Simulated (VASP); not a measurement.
Runs of VASP 6.6.1 on TlAs2. The structure is that of space group Fm-3m (No. 225), or close to it. The cells are those of the table. 

| task | cell | k mesh | cutoff (eV) | gap on the mesh (eV) | pressure (GPa) | relaxed volume (Å³/atom) |
| --- | --- | --- | --- | --- | --- | --- |
| relaxation of cell and atoms | relaxed from a = 4.608 Å, angles 60.0°, 3 atoms | 4 × 4 × 4 | 600 | none | 0.0 | 26.75 |
| relaxation of cell and atoms | relaxed from a = 4.833 Å, angles 60.0°, 3 atoms | 12 × 12 × 12 | 600 | none | 0.0 | (a) |
| single point | a = 4.608 Å, angles 60.0°, 3 atoms | 6 × 6 × 6 | 520 | none | 11.0 | - |
| single point | a = 4.843 Å, angles 60.0°, 3 atoms | 12 × 12 × 12 | 520 | none | 0.0 | - |
| single point | a = 4.833 Å, angles 60.0°, 3 atoms | 4 × 4 × 4 | 520 | none | 0.3 | - |

Alike in all rows: level PBE; potentials or basis VASP PAW PBE potentials, release 64 (Tl_d, As); no spin polarisation; smearing gaussian 0.1 eV.

Q: Estimate the missing entries.

A: (a) 26.79.

Caveats: some runs use coarse meshes; spin-orbit coupling is left out, which moves the levels of the heavy elements; the volume moved by over 15 % at a fixed basis, so the end points are rough (at least some runs); the cell stands under pressure (at least some runs).

A k mesh can miss the band edges, and the runs leave out spin-orbit coupling on As, Tl.

A gap of «none» marks levels without a gap at the run's occupations.
